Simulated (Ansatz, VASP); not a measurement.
BAuCl in VASP and in Ansatz

```
Au Cl B
1.0
     3.66834    0.00000    0.00000
    -1.83417    3.17688    0.00000
     0.00000    0.00000    4.78952
Au Cl B
1 1 1
Cartesian
  1.8342 1.0590 2.3948
  0.0000 0.0000 0.0000
  0.0000 2.1179 2.3948
```

Alike in both runs: functional PBE; k mesh 5 × 5 × 5; no spin polarisation.

Ansatz relaxed the structure, and its values are those at the end. VASP's run is a single point on that final structure, the one shown.

|  | VASP | Ansatz |
| --- | --- | --- |
| version | VASP 6.6.1 | Ansatz 0.2.0 |
| potentials or method | VASP PAW PBE potentials, release 64 (Au, Cl, B), cutoff 520 eV | PAW plane waves |
| occupations | fermi-dirac, width 0.1 eV | fermi-dirac |
| valence electrons in the cell | 21 | 29 |

```tsv
	VASP	Ansatz	Ansatz less VASP
gap on the k mesh at the Fermi level (eV)	none	none	-
pressure (GPa)	-0.1	0.0	+0.06
```

A gap of «none» marks a metal or a gap that the smearing closes. VASP's potentials hold 21 valence electrons a cell and Ansatz's 29, so a difference there can come from the potentials and not from the codes. Ansatz's warnings: structure snapped to symmetry.

The k mesh is coarse, so the values compare programs but aren't converged. Neither program's run includes spin-orbit coupling.
